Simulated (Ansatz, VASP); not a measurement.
Two plane-wave programs on Be3B4

```
Be B
1.0
     3.01961   -3.86185    0.00000
     3.01937    3.86203    0.00000
     0.00000    0.00000   26.32227
Be B
3 4
Direct
  0.89566 0.78275 0.30727
  0.46725 0.35434 0.30725
  0.06468 0.18530 0.30755
  0.16959 0.57806 0.30735
  0.67193 0.08042 0.30735
  0.83939 0.41061 0.30730
  0.32761 0.92240 0.30737
```

Change from the starting cell: cell x1, atoms moved at random (sigma 0.05 Å) and cell strained at random (1.5 %), then relaxed without symmetry.

Alike in both runs: functional PBE; k mesh 6 × 6 × 1; occupations gaussian, width 0.2 eV; no spin polarisation.

Ansatz relaxed the structure, and its values are those at the end. VASP's run is a single point on that final structure, the one shown.

|  | VASP | Ansatz |
| --- | --- | --- |
| version | VASP 6.6.1 | Ansatz 0.2.0 |
| potentials or method | VASP PAW PBE potentials, release 64 (Be, B), cutoff 520 eV | scalar-relativistic, plane waves, PAW |
| valence electrons in the cell | 18 | 18 |

VASP gave:

| Quantity | Value |
| --- | --- |
| gap on the k mesh at the Fermi level (eV) | none |
| rms of the force components (eV/Å) | 0.008 |

Task: What did Ansatz give for the same quantities?

Result: gap on the k mesh at the Fermi level (eV): none; rms of the force components (eV/Å): 0.001.

A gap of «none» marks a metal or a gap that the smearing closes. With one functional, cell and mesh, what is left measures potentials, basis and numerics.
